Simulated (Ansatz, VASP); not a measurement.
## Be3SeO2: VASP beside Ansatz

```xyz
6
Lattice="2.7799 0.0000 0.0000 0.0000 2.7799 0.0000 0.0000 0.0000 8.4164" Properties=species:S:1:pos:R:3 pbc="T T T"
Be    0.0000    0.0000    7.0619
Be    0.0000    0.0000    1.3545
Be    0.0000    0.0000    4.2082
Se    1.3899    1.3899    0.0000
O     1.3899    1.3899    2.7338
O     1.3899    1.3899    5.6825
```

Change from the starting cell: species swapped into the Li3Tl2Cd type (P4/mmm, No. 123).

Alike in both runs: task single point; functional PBE; k mesh 6 × 6 × 2; occupations gaussian, width 0.1 eV; no spin polarisation.

|  | VASP | Ansatz |
| --- | --- | --- |
| version | VASP 6.6.1 | Ansatz 0.2.0 |
| potentials or method | VASP PAW PBE potentials, release 64 (Be, Se, O), cutoff 520 eV | scalar-relativistic, plane waves, PAW |
| valence electrons in the cell | 24 | 34 |

|  | VASP | Ansatz | Ansatz less VASP |
| --- | --- | --- | --- |
| gap on the k mesh at the Fermi level (eV) | none | none | - |
| pressure (GPa) | -8.3 | -8.4 | -0.09 |
| traceless stress, the component that is largest in VASP (GPa) | -7.12 | -7.16 | -0.032 |
| rms of the force components (eV/Å) | 0.915 | 0.908 | -0.0068 |

Atom by atom the forces differ by 0.007 eV/Å (rms over components). A gap of «none» marks a metal or a gap that the smearing closes. VASP's potentials hold 24 valence electrons a cell and Ansatz's 34, so a difference there can come from the potentials and not from the codes.

The k mesh is coarse, so the values compare programs but aren't converged.
